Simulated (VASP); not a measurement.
Set up this calculation in VASP 6.6.1, as the native input.

```
Task                   : relaxation of cell and atoms
Functional             : PBEsol
Potentials or basis    : VASP PAW PBE potentials, release 64 (Co, Sn_d)
Cutoff                 : 600 eV
k mesh                 : 1 × 1 × 1
Occupations            : gaussian, width 0.1 eV
Spin                   : no spin polarisation
Dipole correction      : no
Further INCAR settings : ALGO = Normal; EDIFF = 1e-07; IBRION = 2; EDIFFG = -0.01; NSW = 80; ISIF = 3
```

The structure of CoSn2 lies in POSCAR:

```
CoSn2
1.0
   -3.1825000000      3.1825000000      2.7285000000
    3.1825000000     -3.1825000000      2.7285000000
    3.1825000000      3.1825000000     -2.7285000000
Co Sn
2 4
Direct
    0.2500000000      0.2500000000      0.0000000000
    0.7500000000      0.7500000000      0.0000000000
    0.6580000000      0.1580000000      0.8160000000
    0.1580000000      0.3420000000      0.5000000000
    0.3420000000      0.8420000000      0.1840000000
    0.8420000000      0.6580000000      0.5000000000
```

One way to write it, as run:

INCAR

```
PREC = Accurate
ENCUT = 600
EDIFF = 1E-7
ISMEAR = 0
SIGMA = 0.1
LREAL = F
LASPH = T
NELM = 80
ALGO = Normal
ISIF = 3
LWAVE = F
LCHARG = F
GGA = PS
IBRION = 2
NSW = 80
EDIFFG = -0.01
```

KPOINTS

```
Automatic mesh
0
Gamma
  1 1 1
```

Potentials or basis: VASP PAW PBE potentials, release 64 (Co, Sn_d).

The run is started by

```console
$ cat potpaw_PBE.64/Co/POTCAR potpaw_PBE.64/Sn_d/POTCAR > POTCAR
$ mpirun -np 1 vasp_gam > vasp.out
```

Results of the run:

```yaml
Relaxed_volume: 18.73 Å³/atom
Relaxed_cell: a = 5.266 Å, b = 5.266 Å, c = 5.266 Å, α = 108.99°, β = 108.99°, γ = 110.44°
Space_group_after_relaxing_to_0.05_Å: I4/mcm (No. 140)
Energy_gained_by_relaxing: 563.7 meV/atom
Ionic_steps: 24
Pressure_after_relaxing: 0.0 GPa
Largest_force_after_relaxing: 0.008 eV/Å
Band_gap_on_the_k_mesh: 1.44 eV
```

Caveat: the k points lie up to 1.47 Å⁻¹ apart in the final cell; the PAW data sets were made with another functional, which shifts forces and pressure a little; spin-orbit coupling is left out, which moves the levels of the heavy elements.

Run time: 4.6 min on 1 thread of Intel(R) Xeon(R) Platinum 8488C (Sapphire Rapids) (shared host), peak memory 0.25 GiB.
